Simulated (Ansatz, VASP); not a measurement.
Given: the input of a run of VASP 6.6.1 on CuI.

The input INCAR:

```
PREC = Accurate
ENCUT = 520
EDIFF = 1E-7
ISMEAR = -1
SIGMA = 0.05
LREAL = F
LASPH = T
NELM = 100
ALGO = Normal
ISIF = 2
LWAVE = F
LCHARG = F
GGA = PE
NBANDS = 16
```

Contents of KPOINTS:

```
regular mesh
0
Gamma
  8 8 8
```

POSCAR

```
CuI
1.0
    0.0000000000      2.8810437842      2.8810437842
    2.8810437842      0.0000000000      2.8810437842
    2.8810437842      2.8810437842      0.0000000000
I Cu
1 1
Direct
    0.5000000000      0.5000000000      0.5000000000
    0.0000000000      0.0000000000      0.0000000000
```

Potentials or basis: VASP PAW PBE potentials, release 64 (I, Cu).

Run with:

```bash
$ cat potpaw_PBE.64/I/POTCAR potpaw_PBE.64/Cu/POTCAR > POTCAR
$ mpirun -np 1 vasp_std > vasp.out
```

Q: Translate it to Ansatz 0.2.0. Potentials there: Ansatz PAW.

A: As run (the cutoff follows the program's own potentials):

Contents of input.yaml:

```yaml
crystal:
  lattice:
    - [0.0, 2.8810437842, 2.8810437842]
    - [2.8810437842, 0.0, 2.8810437842]
    - [2.8810437842, 2.8810437842, 0.0]
  atoms:
    - { symbol: I, position: [0.5, 0.5, 0.5] }
    - { symbol: Cu, position: [0.0, 0.0, 0.0] }
hamiltonian:
  xc: pbe
  pseudopotentials: { kind: paw }
kpoints:
  mp_grid: { grid: [8, 8, 8] }
scf:
  occupations: { method: fermi_dirac, width: 0.05 }
output:
  forces: true
  stress: true
  eigenvalues: true
```

Potentials or basis: Ansatz PAW.

Run with:

```console
$ ansatz run input.yaml --threads 2 --pin off --max-ram 5120MiB --backend cpu --events-out ev --progress --plain --runs-dir out
```

Both were run:

|  | VASP | Ansatz | Ansatz less VASP |
| --- | --- | --- | --- |
| gap on the k mesh at the Fermi level (eV) | none | none | - |
| pressure (GPa) | -0.5 | -0.5 | -0.03 |

A gap of «none» marks a metal or a gap that the smearing closes. VASP's potentials hold 18 valence electrons a cell and Ansatz's 36, so a difference there can come from the potentials and not from the codes.

Neither program's run includes spin-orbit coupling.
